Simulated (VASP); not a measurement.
# WS2 in VASP: a series of runs

Runs on WS2. Level: PBE+D3(BJ). Tasks: single point.

All numbers are computed with VASP 6.6.1; they aren't measurements. Logs are shortened: lines on timing, memory, paths and dates and some standing lists are left out, and cuts for length are marked.

## (1) The cell of the first run

The cell holds a slab with vacuum, 3 atoms: a = 3.033 Å, b = 3.033 Å, c = 32.291 Å, α = 90.00°, β = 90.00°, γ = 120.00°.

## (2) Single point, PBE+D3(BJ)

The input, INCAR:

```
PREC     = Accurate       # precision mode
ENCUT    = 520            # plane-wave cutoff, eV
EDIFF    = 1E-7           # SCF threshold, eV
ISMEAR   = 0              # smearing method
SIGMA    = 0.02           # smearing width, eV
LREAL    = False          # projectors in reciprocal space
LASPH    = True           # aspherical terms in the spheres
NELM     = 100            # most SCF steps
ALGO     = Normal         # electronic algorithm
ISIF     = 2              # what is computed and relaxed
LWAVE    = False          # write WAVECAR
LCHARG   = True           # write CHGCAR
LDIPOL   = True         
IDIPOL   = 3            
DIPOL    = 0.5 0.5 0.500
GGA      = PE             # functional
IVDW     = 12             # dispersion correction
LELF     = True           # ELF
LVHAR    = True         
LVACPOTAV= True         
NBANDS   = 20             # bands
```

The input, KPOINTS:

```
regular mesh
0
Gamma
  12 12 1
```

The input, POSCAR:

```
WS2
1.0
    3.0330000000      0.0000000000      0.0000000000
   -1.5165000000      2.6266550497      0.0000000000
    0.0000000000      0.0000000000     32.2910878415
S W
2 1
Direct
    0.3333333333      0.6666666667      0.4550091869
    0.3333333333      0.6666666667      0.5450030581
    0.6666666667      0.3333333333      0.5000061204
```

Potentials or basis: VASP PAW PBE potentials, release 64 (S, W_sv).

Run with:

```console
$ cat potpaw_PBE.64/S/POTCAR potpaw_PBE.64/W_sv/POTCAR > POTCAR
$ mpirun -np 1 vasp_std > vasp.out
```

OUTCAR:

```text
PREC = Accurate
   ENCUT = 520
   EDIFF = 1E-7
   ISMEAR = 0
   LREAL = False
   LASPH = True
   NELM = 100
   ISIF = 2
   GGA = PE
   IVDW = 12
 IVDW          = 12

 ion  position               nearest neighbor table
   1  0.333  0.667  0.455-   3 2.28   3 2.28   3 2.28
   2  0.333  0.667  0.545-   3 2.28   3 2.28   3 2.28
   3  0.667  0.333  0.500-   1 2.28   1 2.28   1 2.28   2 2.28   2 2.28   2 2.28

  LATTYP: Found a hexagonal cell.
 ALAT       =     3.0330000000
 C/A-ratio  =    10.6465835284

  Lattice vectors:

 A1 = (   3.0330000000,   0.0000000000,   0.0000000000)
 A2 = (  -1.5165000000,   2.6266550497,   0.0000000000)
 A3 = (   0.0000000000,   0.0000000000,  32.2910878415)

Analysis of symmetry for initial positions (statically):
=====================================================================
 Subroutine PRICEL returns:
 Original cell was already a primitive cell.

 Routine SETGRP: Setting up the symmetry group for a
 hexagonal supercell.

 Subroutine GETGRP returns: Found 12 space group operations
 (whereof  6 operations were pure point group operations)
 out of a pool of 24 trial point group operations.

The static configuration has the point symmetry C_3v.
 The point group associated with its full space group is D_3h.

Analysis of symmetry for dynamics (positions and initial velocities):
=====================================================================
 Subroutine PRICEL returns:
 Original cell was already a primitive cell.

 Routine SETGRP: Setting up the symmetry group for a
 hexagonal supercell.

 Subroutine GETGRP returns: Found 12 space group operations
 (whereof  6 operations were pure point group operations)
 out of a pool of 24 trial point group operations.

The dynamic configuration has the point symmetry C_3v.
 The point group associated with its full space group is D_3h.

 Subroutine INISYM returns: Found 12 space group operations
 (whereof  6 operations are pure point group operations),
 and found     1 'primitive' translations

----------------------------------------------------------------------------------------

                                     Primitive cell

  volume of cell :     257.2516

  direct lattice vectors                    reciprocal lattice vectors
     3.033000000  0.000000000  0.000000000     0.329706561  0.190356172  0.000000000
    -1.516500000  2.626655050  0.000000000     0.000000000  0.380712344  0.000000000
     0.000000000  0.000000000 32.291087842     0.000000000  0.000000000  0.030968297

  length of vectors
     3.033000000  3.033000000 32.291087842     0.380712344  0.380712344  0.030968297

  position of ions in fractional coordinates (direct lattice)
[... 83 lines left out ...]
   POTIM  = 0.5000    time-step for ionic-motion
   TEBEG  =    0.0;   TEEND  =   0.0 temperature during run
   PSTRESS=    0.0 pullay stress
   NELECT =      26.0000    total number of electrons
   NUPDOWN=      -1.0000    fix difference up-down
   EMIN   =  10.00;   EMAX   =-10.00  energy-range for DOS
   EFERMI =   0.00;   METHOD = LEGACY
   ISMEAR =     0;   SIGMA  =   0.02  broadening in eV -4-tet -1-fermi 0-gaus
   EFERMI_NEDOS =   21; number of points for ismear=-14 and -15
   IALGO  =     38    algorithm
   IMIX   =      4    mixing-type and parameters
     AMIX     =   0.40;   BMIX     =  1.00
     AMIX_MAG =   1.60;   BMIX_MAG =  1.00
  volume/ion in A,a.u.               =      85.75       578.67
  Fermi-wavevector in a.u.,A,eV,Ry     =   0.762570  1.441049  7.911972  0.581514
  Thomas-Fermi vector in A             =   1.862061
   LORBIT       =      0    0 simple, 1 ext, 2 COOP (PROOUT), +10 PAW based schemes
   GGA     = PE    functional components
   LHFCALC =     F    Hartree Fock is set to
   AEXX    =    0.0000 exact exchange contribution
   IVDW    =    12    specifies the selected vdW correction
   LEPSILON=     F    determine dielectric tensor
   LRPA    =     F    only Hartree local field effects (RPA)
 non-spin polarized calculation
 Gauss-broadening in eV      SIGMA  =   0.02
  energy-cutoff  :      520.00
  volume of cell :      257.25
 maximum number of plane-waves:      6985
 NGX is ok and might be reduce to    24
   NGX = 11   NGY = 11   NGZ =121

 number of electron      26.0000000 magnetization

 dipolmoment           0.000000      0.000000     -0.000001 electrons x Angstroem

 Free energy of the ion-electron system (eV)
  ---------------------------------------------------
  ext. energy  EPLUGINS =         0.00000000
  ---------------------------------------------------
  free energy    TOTEN  =       -22.68675317 eV

  energy without entropy =      -22.68675317  energy(sigma->0) =      -22.68675317

 E-fermi :  -2.8995     XC(G=0):  -2.4563

 val. band max:       -3.0975050942   @ k =   0.0000   0.0000   0.0000
 cond. band min:      -1.2201616482   @ k =   0.3333   0.3333   0.0000
 fundamental gap:      1.8773434460
 Fermi energy:        -2.8995066798

 k-point     1 :       0.0000    0.0000    0.0000
  band No.  band energies     occupation
      1     -76.7656      2.00000
      2     -41.2413      2.00000
      3     -40.9291      2.00000
      4     -40.9291      2.00000
      5     -19.0370      2.00000
      6     -16.6725      2.00000
[... 426 lines left out ...]
     19       4.4207      0.00000
     20       6.4783      0.00000

------------------------ aborting loop because EDIFF is reached ----------------------------------------

 vacuum level on the upper side and lower side of the slab       (xc-potential included)        -0.121        -0.121

 Edisp (eV)   -1.04015

 E8    (eV) :    -0.4686

  FORCE on cell =-STRESS in cart. coord.  units (eV):
  Direction    XX          YY          ZZ          XY          YZ          ZX
  --------------------------------------------------------------------------------------
  -------------------------------------------------------------------------------------
  Total       9.78718     9.78718    12.69426    -0.00000     0.00000     0.00000
  in kB      60.95510    60.95510    79.06053    -0.00000     0.00000     0.00000
  external pressure =       66.99 kB  Pullay stress =        0.00 kB

 VOLUME and BASIS-vectors are now :
 -----------------------------------------------------------------------------
  energy-cutoff  :      520.00
  volume of cell :      257.25
      direct lattice vectors                 reciprocal lattice vectors
     3.033000000  0.000000000  0.000000000     0.329706561  0.190356172  0.000000000
    -1.516500000  2.626655050  0.000000000     0.000000000  0.380712344  0.000000000
     0.000000000  0.000000000 32.291087842     0.000000000  0.000000000  0.030968297

 POSITION                                       TOTAL-FORCE (eV/Angst)
 -----------------------------------------------------------------------------------
     -0.00000      1.75110     14.69274        -0.000000      0.000000     -4.377854
     -0.00000      1.75110     17.59874         0.000000     -0.000000      4.377854
      1.51650      0.87555     16.14574        -0.000000      0.000000      0.000000
 -----------------------------------------------------------------------------------
    total drift:                                0.000000     -0.000000     -0.000148

  FREE ENERGIE OF THE ION-ELECTRON SYSTEM (eV)
  ---------------------------------------------------
  free  energy   TOTEN  =       -23.7269074456 eV

  energy  without entropy=      -23.7269074456  energy(sigma->0) =      -23.72690745

 vacuum level on the upper side and lower side of the slab         2.568         2.568
```

Run time: 82 s. Hardware: 1 thread of Intel Xeon 6975P-C (Granite Rapids), shared host; peak memory 0.41 GiB.

Results:

```yaml
Free_energy: -23.7269 eV
Largest_force: 4.378 eV/Å
Band_gap_on_the_k_mesh: 1.88 eV (least direct gap 2.02 eV)
Dispersion_energy_per_atom: -0.347 eV
Ionisation_potential_of_the_upper_face: 5.67 eV
```

Forces in eV/Å, atoms in the order of the input:
```
S    0.000  0.000 -4.378
S    0.000  0.000  4.378
W    0.000  0.000  0.000
```

Caveat: spin-orbit coupling is left out, which moves the levels of the heavy elements.

## (3) Single point, PBE+D3(BJ)

The input, INCAR:

```
  PREC = Accurate
  ENCUT = 520
  EDIFF = 1E-7
  ISMEAR = 0
  SIGMA = 0.02
  LREAL = F
  LASPH = T
  NELM = 100
  ALGO = Normal
  ISIF = 2
  LWAVE = F
  LCHARG = F
  LDIPOL = T
  IDIPOL = 3
  DIPOL = 0.5 0.5 0.500
  GGA = PE
  IVDW = 12
  NBANDS = 20
```

KPOINTS is that of step 2.

The input, POSCAR:

```
WS2
1.0
    3.0330000000      0.0000000000      0.0000000000
   -1.5165000000      2.6266550497      0.0000000000
    0.0000000000      0.0000000000     32.2910878415
S W
2 1
Direct
    0.3333333333      0.6666666667      0.4524697866
    0.3333333333      0.6666666667      0.5475424585
    0.6666666667      0.3333333333      0.5000061203
```

Potentials or basis: VASP PAW PBE potentials, release 64 (S, W_sv).

Run with:

```console
$ cat potpaw_PBE.64/S/POTCAR potpaw_PBE.64/W_sv/POTCAR > POTCAR
$ mpirun -np 1 vasp_std > vasp.out
```

OUTCAR:

```text
PREC = Accurate
   ENCUT = 520
   EDIFF = 1E-7
   ISMEAR = 0
   LREAL = F
   LASPH = T
   NELM = 100
   ISIF = 2
   GGA = PE
   IVDW = 12
 IVDW          = 12

 ion  position               nearest neighbor table
   1  0.333  0.667  0.452-   3 2.33   3 2.33   3 2.33
   2  0.333  0.667  0.548-   3 2.33   3 2.33   3 2.33
   3  0.667  0.333  0.500-   1 2.33   1 2.33   1 2.33   2 2.33   2 2.33   2 2.33

  LATTYP: Found a hexagonal cell.
 ALAT       =     3.0330000000
 C/A-ratio  =    10.6465835284

  Lattice vectors:

 A1 = (   3.0330000000,   0.0000000000,   0.0000000000)
 A2 = (  -1.5165000000,   2.6266550497,   0.0000000000)
 A3 = (   0.0000000000,   0.0000000000,  32.2910878415)

Analysis of symmetry for initial positions (statically):
=====================================================================
 Subroutine PRICEL returns:
 Original cell was already a primitive cell.

 Routine SETGRP: Setting up the symmetry group for a
 hexagonal supercell.

 Subroutine GETGRP returns: Found 12 space group operations
 (whereof  6 operations were pure point group operations)
 out of a pool of 24 trial point group operations.

The static configuration has the point symmetry C_3v.
 The point group associated with its full space group is D_3h.

Analysis of symmetry for dynamics (positions and initial velocities):
=====================================================================
 Subroutine PRICEL returns:
 Original cell was already a primitive cell.

 Routine SETGRP: Setting up the symmetry group for a
 hexagonal supercell.

 Subroutine GETGRP returns: Found 12 space group operations
 (whereof  6 operations were pure point group operations)
 out of a pool of 24 trial point group operations.

The dynamic configuration has the point symmetry C_3v.
 The point group associated with its full space group is D_3h.

 Subroutine INISYM returns: Found 12 space group operations
 (whereof  6 operations are pure point group operations),
 and found     1 'primitive' translations

[... 115 lines left out ...]
   GGA     = PE    functional components
   LHFCALC =     F    Hartree Fock is set to
   AEXX    =    0.0000 exact exchange contribution
   IVDW    =    12    specifies the selected vdW correction
   LEPSILON=     F    determine dielectric tensor
   LRPA    =     F    only Hartree local field effects (RPA)
 non-spin polarized calculation
 Gauss-broadening in eV      SIGMA  =   0.02
  energy-cutoff  :      520.00
  volume of cell :      257.25
 maximum number of plane-waves:      6985
 NGX is ok and might be reduce to    24
   NGX = 11   NGY = 11   NGZ =121

 number of electron      25.9999999 magnetization

 dipolmoment           0.000000      0.000000     -0.000001 electrons x Angstroem

 Free energy of the ion-electron system (eV)
  ---------------------------------------------------
  ext. energy  EPLUGINS =         0.00000000
  ---------------------------------------------------
  free energy    TOTEN  =       -23.22544131 eV

  energy without entropy =      -23.22544131  energy(sigma->0) =      -23.22544131

 E-fermi :  -2.9574     XC(G=0):  -2.4945

 val. band max:       -3.0632822602   @ k =   0.3333   0.3333   0.0000
 cond. band min:      -0.9490705405   @ k =   0.1667   0.1667   0.0000
 fundamental gap:      2.1142117197
 Fermi energy:        -2.9574240219

 k-point     1 :       0.0000    0.0000    0.0000
  band No.  band energies     occupation
      1     -76.7625      2.00000
      2     -41.1778      2.00000
      3     -40.8472      2.00000
      4     -40.8472      2.00000
      5     -18.5906      2.00000
      6     -16.6485      2.00000
[... 426 lines left out ...]
     19       4.5598      0.00000
     20       6.4797      0.00000

------------------------ aborting loop because EDIFF is reached ----------------------------------------

 vacuum level on the upper side and lower side of the slab       (xc-potential included)        -0.010        -0.010

 Edisp (eV)   -1.02208

 E8    (eV) :    -0.4603

  FORCE on cell =-STRESS in cart. coord.  units (eV):
  Direction    XX          YY          ZZ          XY          YZ          ZX
  --------------------------------------------------------------------------------------
  -------------------------------------------------------------------------------------
  Total       6.79589     6.79589     6.25736     0.00000     0.00000     0.00000
  in kB      42.32519    42.32519    38.97119     0.00000     0.00000     0.00000
  external pressure =       41.21 kB  Pullay stress =        0.00 kB

 VOLUME and BASIS-vectors are now :
 -----------------------------------------------------------------------------
  energy-cutoff  :      520.00
  volume of cell :      257.25
      direct lattice vectors                 reciprocal lattice vectors
     3.033000000  0.000000000  0.000000000     0.329706561  0.190356172  0.000000000
    -1.516500000  2.626655050  0.000000000     0.000000000  0.380712344  0.000000000
     0.000000000  0.000000000 32.291087842     0.000000000  0.000000000  0.030968297

 POSITION                                       TOTAL-FORCE (eV/Angst)
 -----------------------------------------------------------------------------------
     -0.00000      1.75110     14.61074         0.000000     -0.000000     -2.047622
     -0.00000      1.75110     17.68074        -0.000000     -0.000000      2.047622
      1.51650      0.87555     16.14574        -0.000000      0.000000      0.000000
 -----------------------------------------------------------------------------------
    total drift:                               -0.000000      0.000000     -0.000153

  FREE ENERGIE OF THE ION-ELECTRON SYSTEM (eV)
  ---------------------------------------------------
  free  energy   TOTEN  =       -24.2475235152 eV

  energy  without entropy=      -24.2475235152  energy(sigma->0) =      -24.24752352

 vacuum level on the upper side and lower side of the slab         2.547         2.547
```

OSZICAR:

```text
N       E                     dE             d eps       ncg     rms          rms(c)
DAV:   1     0.195555323773E+03    0.19556E+03   -0.12794E+04   920   0.979E+02
DAV:   2    -0.625150668973E+01   -0.20181E+03   -0.19509E+03  1072   0.228E+02
DAV:   3    -0.241320610880E+02   -0.17881E+02   -0.17799E+02  1080   0.694E+01
[... 17 lines left out ...]
DAV:  21    -0.232254394896E+02   -0.15019E-05   -0.30869E-08   804   0.898E-04    0.110E-03
DAV:  22    -0.232254407710E+02   -0.12814E-05   -0.32225E-08   720   0.579E-04    0.424E-04
DAV:  23    -0.232254410396E+02   -0.26858E-06   -0.29643E-09   688   0.186E-04    0.272E-04
DAV:  24    -0.232254412681E+02   -0.22853E-06   -0.35631E-09   668   0.169E-04    0.732E-05
DAV:  25    -0.232254413082E+02   -0.40040E-07   -0.13803E-11   576   0.584E-05
   1 F= -.24247524E+02 E0= -.24247524E+02  d E =-.106758E-15
```

stdout:

```text
POSCAR found type information on POSCAR S W
 POSCAR found :  2 types and       3 ions
 scaLAPACK will be used
 LDA part: xc-table for (Slater+PW92), standard interpolation
 POSCAR, INCAR and KPOINTS ok, starting setup
 FFT: planning ... GRIDC
 FFT: planning ... GRID_SOFT
 FFT: planning ... GRID
 WAVECAR not read
 entering main loop
```

Wall time 90 s (1 thread of Intel Xeon 6975P-C (Granite Rapids), shared host); peak memory 0.4 GiB.

What came out:

- Free energy: -24.2475 eV
- Largest force: 2.048 eV/Å
- Band gap on the k mesh: 2.11 eV (least direct gap 2.32 eV)
- Dispersion energy per atom: -0.341 eV

Forces in eV/Å, atoms in the order of the input:
```
S    0.000  0.000 -2.048
S    0.000  0.000  2.048
W    0.000  0.000  0.000
```

Caveat: spin-orbit coupling is left out, which moves the levels of the heavy elements.

(Continued in part 2 of 2.)
